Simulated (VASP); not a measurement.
TiN (rocksalt type), 2 atoms in the cell. The structure is cubic, space group Fm-3m (No. 225). The conventional cell has a = 4.057 Å, b = 4.057 Å, c = 4.057 Å, α = 90.00°, β = 90.00°, γ = 90.00°. Ti (site symmetry m-3m) has 6 N at 2.03 Å within 2.7 Å. N (site symmetry m-3m) has 6 Ti at 2.03 Å within 2.7 Å.  This cell differs from its parent crystal: volume scaled by 0.88.

```yaml
Program: VASP 6.6.1
Task: single point
Functional: r2SCAN
Potentials_or_basis: VASP PAW PBE potentials, release 64 (Ti_sv, N)
Cutoff: 520 eV
k_mesh: 17 × 17 × 17
Occupations: fermi-dirac, width 0.1 eV
Spin: no spin polarisation
Dipole_correction: no
Further_INCAR_settings: ALGO = Normal; EDIFF = 1e-06; NBANDS = 16
```

Potentials or basis: VASP PAW PBE potentials, release 64 (Ti_sv, N).

Launch:

```bash
$ cat potpaw_PBE.64/Ti_sv/POTCAR potpaw_PBE.64/N/POTCAR > POTCAR
$ cp INCAR.step1 INCAR
$ mpirun -np 1 vasp_std > vasp.out
$ cp INCAR.step2 INCAR
$ mpirun -np 1 vasp_std > vasp.out
```

Hardware: 1 thread of Intel(R) Xeon(R) Platinum 8259CL CPU @ 2.50GHz (Skylake/Cascade Lake), with other jobs on the host.

Problem. How long does it take, and how much memory?

Solution. It took 2.7 min on 1 thread of Intel(R) Xeon(R) Platinum 8259CL CPU @ 2.50GHz (Skylake/Cascade Lake), with other jobs on the host, peak memory 0.18 GiB. Counts: k points 165.
